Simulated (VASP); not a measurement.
Runs of VASP 6.6.1 on Y3As. The structure is that of space group Pm-3m (No. 221), or close to it. The cells are those of the table. 

```csv
task,cell,k mesh,cutoff (eV),gap on the mesh (eV),pressure (GPa),relaxed volume (Å³/atom)
relaxation of cell and atoms,"relaxed from a = 4.676 Å, 4 atoms",10 × 10 × 10,600,none,0.0,25.28
single point,"a = 4.676 Å, 4 atoms",4 × 4 × 4,520,none,(a),-
single point,"a = 4.661 Å, 4 atoms",10 × 10 × 10,520,none,-0.1,-
relaxation of cell and atoms,"relaxed from a = 4.321 Å, 4 atoms",4 × 4 × 4,600,none,0.0,25.45
```

Alike in all rows: level PBE; potentials or basis VASP PAW PBE potentials, release 64 (Y_sv, As); no spin polarisation; smearing gaussian 0.1 eV.

**Question.** Estimate the missing entries.

**Answer.** (a) -0.2.

Caveats: some runs use coarse meshes; the volume moved by over 15 % at a fixed basis, so the end points are rough (some runs).

A k mesh can miss the band edges, and the runs leave out spin-orbit coupling on As, Y.

A gap of «none» marks levels without a gap at the run's occupations.
